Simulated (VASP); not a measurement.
Input of a VASP 6.6.1 run:

POSCAR

```
Ta2C
1.0
    3.1059007354      0.0000000000      0.0000000000
   -1.5529503677      2.6897889385      0.0000000000
    0.0000000000      0.0000000000      4.9464000000
Ta C
2 1
Direct
    0.3333333333      0.6666666667      0.2520100000
    0.6666666667      0.3333333333      0.7479900000
    0.0000000000      0.0000000000      0.0000000000
```

Contents of INCAR.step1:

```
SYSTEM = Ta2C
  PREC = Accurate
  ENCUT = 520
  ISMEAR = 0
  SIGMA = 0.1
  LREAL = .FALSE.
  LASPH = .TRUE.
  NELM = 100
  NBANDS = 20
  GGA = PE
  ALGO = Normal
  EDIFF = 1E-4
  LWAVE = .TRUE.
  LCHARG = .FALSE.
```

The input INCAR.step2:

```
SYSTEM = Ta2C
  PREC = Accurate
  ENCUT = 520
  EDIFF = 1E-6
  ISMEAR = 0
  SIGMA = 0.1
  LREAL = .FALSE.
  LASPH = .TRUE.
  NELM = 100
  ALGO = Normal
  ISIF = 2
  LWAVE = .FALSE.
  LCHARG = .FALSE.
  METAGGA = R2SCAN
  LMIXTAU = .TRUE.
  NBANDS = 20
  ISTART = 1
```

Contents of KPOINTS:

```
Automatic mesh
0
G
  6 6 2
  0 0 0
```

Potentials or basis: VASP PAW PBE potentials, release 64 (Ta_pv, C).

The run is started by

```sh
$ cat potpaw_PBE.64/Ta_pv/POTCAR potpaw_PBE.64/C/POTCAR > POTCAR
$ cp INCAR.step1 INCAR
$ mpirun -np 1 vasp_std > vasp.out
$ cp INCAR.step2 INCAR
$ mpirun -np 1 vasp_std > vasp.out
```

**Question.** What does it give for the band gap on the k mesh?

**Answer.** Zero (band 13 reaches 7.10 eV, above the bottom of band 14 at 6.35 eV).

**Question.** Estimate the largest force.

**Answer.** 0.490 eV/Å.

**Question.** Estimate the pressure.

**Answer.** 1.7 GPa.

Stress tensor (GPa, compression positive):
```
2.05 0.00 0.00
0.00 2.05 0.00
0.00 0.00 0.86
```

Caveat: the k points lie up to 0.64 Å⁻¹ apart; the PAW data sets were made with another functional, which shifts forces and pressure a little; spin-orbit coupling is left out, which moves the levels of the heavy elements.
